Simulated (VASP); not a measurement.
The system is Si2Mo.

```
Si Mo
1.0
    -1.60532    1.60532    3.94356
     1.60532   -1.60532    3.94356
     1.60532    1.60532   -3.94356
Si Mo
2 1
Cartesian
  0.0000 0.0000 2.6264
  0.0000 0.0000 5.2607
  0.0000 0.0000 0.0000
```

| Quantity | Value |
| --- | --- |
| Program | VASP 6.6.1 |
| Task | relaxation of cell and atoms |
| Functional | PBE |
| Potentials or basis | VASP PAW PBE potentials, release 64 (Si, Mo_sv) |
| Cutoff | 500 eV |
| k mesh | 8 × 8 × 8 |
| Occupations | gaussian, width 0.05 eV |
| Spin | no spin polarisation |

At the start: pressure 0.3 GPa; volume 13.55 Å³/atom.

Q: Where does the relaxation end?

A: Over 4 steps the energy falls by 2.2 meV/atom and the volume is 13.59 Å³/atom (+0.3 %); space group I4/mmm (No. 139, to 0.05 Å).

Step by step:
```
step  energy change (eV)  largest force (eV/Å)  pressure (GPa)  volume (Å³)
   1              0.0000                0.3296            0.26        40.65
   2             -0.0062                0.0269           -0.02        40.78
   3             -0.0062                0.0421           -0.01        40.77
   4             -0.0065                0.0129           -0.03        40.78
```

Final structure:
```xyz
3
Lattice="-1.6088 1.6088 3.9386 1.6088 -1.6088 3.9386 1.6088 1.6088 -3.9386" Properties=species:S:1:pos:R:3 pbc="T T T"
Si    0.0000    0.0000    2.6413
Si    0.0000    0.0000    5.2358
Mo    1.6088    1.6088   -3.9386
```
